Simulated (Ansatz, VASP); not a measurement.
Si3C in VASP and in Ansatz

```
Si C
1.0
     2.79986    0.00000    0.00000
    -1.39993    2.42475    0.00000
     0.00000    0.00000    7.64512
Si C
3 1
Direct
  0.33333 0.66667 0.65832
  0.33333 0.66667 0.34168
  0.66667 0.33333 0.00000
  0.66667 0.33333 0.50000
```

Alike in both runs: functional PBE; k mesh 6 × 6 × 2; occupations gaussian, width 0.1 eV; no spin polarisation.

Ansatz relaxed the structure, and its values are those at the end. VASP's run is a single point on that final structure, the one shown.

```csv
,VASP,Ansatz
version,VASP 6.6.1,Ansatz 0.2.0
potentials or method,"VASP PAW PBE potentials, release 64 (Si, C), cutoff 520 eV","scalar-relativistic, plane waves, PAW"
valence electrons in the cell,16,16
```

```csv
,VASP,Ansatz,Ansatz less VASP
gap on the k mesh at the Fermi level (eV),none,none,-
pressure (GPa),-0.1,-0.1,-0.01
rms of the force components (eV/Å),0.024,0.012,-0.0118
```

A gap of «none» marks a metal or a gap that the smearing closes. The functional is the same, so the differences come from potentials, cutoffs and numerics.

The k mesh is coarse, so the values compare programs but aren't converged.
